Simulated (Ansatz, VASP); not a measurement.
Zn: VASP beside Ansatz

INCAR

```
AGGAC = 1.0
AGGAX = 1.0
ALDAC = 0.0
ALDAX = 1.0
ALGO = Normal
EDIFF = 1E-6
ENCUT = 520
GGA = B5
ISIF = 2
ISMEAR = -1
LASPH = T
LCHARG = F
LREAL = F
LWAVE = F
NBANDS = 12
NELM = 80
PREC = Accurate
SIGMA = 0.1
```

The input KPOINTS:

```
k-points
0
Gamma
  13 13 13
```

The input POSCAR:

```
Zn
1.0
    2.6907252277      0.0000000000      0.0000000000
    0.0000000000      2.6907252277      0.0000000000
    0.0000000000      0.0000000000      2.6907252277
Zn
1
Direct
    0.0000000000      0.0000000000      0.0000000000
```

Input for Ansatz:

```yaml
crystal:
  lattice:
    - [2.6907252277, 0.0, 0.0]
    - [0.0, 2.6907252277, 0.0]
    - [0.0, 0.0, 2.6907252277]
  atoms:
    - { symbol: Zn, position: [0.0, 0.0, 0.0] }
hamiltonian:
  xc: blyp
  pseudopotentials:
    kind: paw
    azcp:
      Zn: "pseudopotentials/Zn.paw.azcp"
basis:
  ecutwfc: 420
  fft_grid_basis: typed
kpoints:
  mp_grid: { grid: [13, 13, 13], shift: [0, 0, 0] }
magnetization:
  spin_polarized: false
scf:
  occupations: { method: fermi_dirac, width: 0.1 }
  lower_state_search: "off"
output:
  stress: true
```

Alike in both runs: task single point; functional BLYP; k mesh 13 × 13 × 13; occupations fermi-dirac, width 0.1 eV; no spin polarisation.

```csv
,VASP,Ansatz
version,VASP 6.6.1,Ansatz 0.2.0
potentials or method,"VASP PAW PBE potentials, release 64 (Zn), cutoff 520 eV","plane waves (420 eV) with PAW, scalar-relativistic"
valence electrons in the cell,12,12
```

```csv
,VASP,Ansatz,Ansatz less VASP
pressure (GPa),1.5,1.3,-0.12
```

VASP's potentials were made for PBE, not for BLYP. The functional is the same, so the differences come from potentials, cutoffs and numerics.
